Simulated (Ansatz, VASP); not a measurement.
RbW2 in VASP and in Ansatz

```
Rb W
1.0
     4.20094    0.00000    0.00000
    -2.10047    3.63812    0.00000
     0.00000    0.00000    6.19915
Rb W
1 2
Cartesian
  0.0000 0.0000 0.0000
  0.0000 2.4254 3.0996
  2.1005 1.2127 3.0996
```

Alike in both runs: functional PBE; k mesh 6 × 6 × 4; occupations gaussian, width 0.1 eV; no spin polarisation.

Ansatz relaxed the structure, and its values are those at the end. VASP's run is a single point on that final structure, the one shown.

|  | VASP | Ansatz |
| --- | --- | --- |
| version | VASP 6.6.1 | Ansatz 0.2.0 |
| potentials or method | VASP PAW PBE potentials, release 64 (Rb_sv, W_sv), cutoff 520 eV | scalar-relativistic, plane waves, PAW |
| valence electrons in the cell | 37 | 37 |

VASP gave:

```
gap on the k mesh at the Fermi level (eV) : none
pressure (GPa)                            : 0.4
```

Problem. What did Ansatz give for the same quantities?

Solution. gap on the k mesh at the Fermi level (eV): none; pressure (GPa): -0.1.

A gap of «none» marks a metal or a gap that the smearing closes.

Spin-orbit coupling is off throughout.
